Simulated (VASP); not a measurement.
C: single point with PBE+D3(BJ)

C, a slab with vacuum:

```
CELL_PARAMETERS angstrom
2.46572 0.00007 0.00000
1.23281 2.13541 0.00000
0.00000 0.00000 20.00065
ATOMIC_POSITIONS crystal
C 0.15747 0.15747 0.50000
C 0.49080 0.49080 0.50000
```

```json
{
 "Program": "VASP 6.6.1",
 "Task": "single point",
 "Functional": "PBE",
 "Dispersion": "D3(BJ)",
 "Potentials or basis": "VASP PAW PBE potentials, release 64 (C)",
 "Cutoff": "520 eV",
 "k mesh": "15 × 15 × 1",
 "Occupations": "gaussian, width 0.05 eV",
 "Spin": "no spin polarisation",
 "Dipole correction": "yes",
 "Further INCAR settings": "ALGO = Normal; EDIFF = 1e-06; NBANDS = 11"
}
```

```
Largest force              : 0.003 eV/Å
Band gap on the k mesh     : zero (filled and empty bands touch)
Dispersion energy per atom : -0.089 eV
```

Forces in eV/Å, atoms in the order of the input:
```
C    0.000  0.000  0.003
C    0.000  0.000 -0.003
```

Levels at points of the mesh, in eV from the Fermi level:
| k point | band 2 | band 3 | band 4 | band 5 | band 6 | band 7 |
| --- | --- | --- | --- | --- | --- | --- |
| (0.00, 0.00, 0.00) | -7.62 | -3.05 | -3.05 | 3.26 | 4.06 | 4.40 |

It took 50 s on 1 thread of AMD EPYC 7R43 64-Core Processor (Zen 3), with other jobs on the host, peak memory 0.17 GiB.
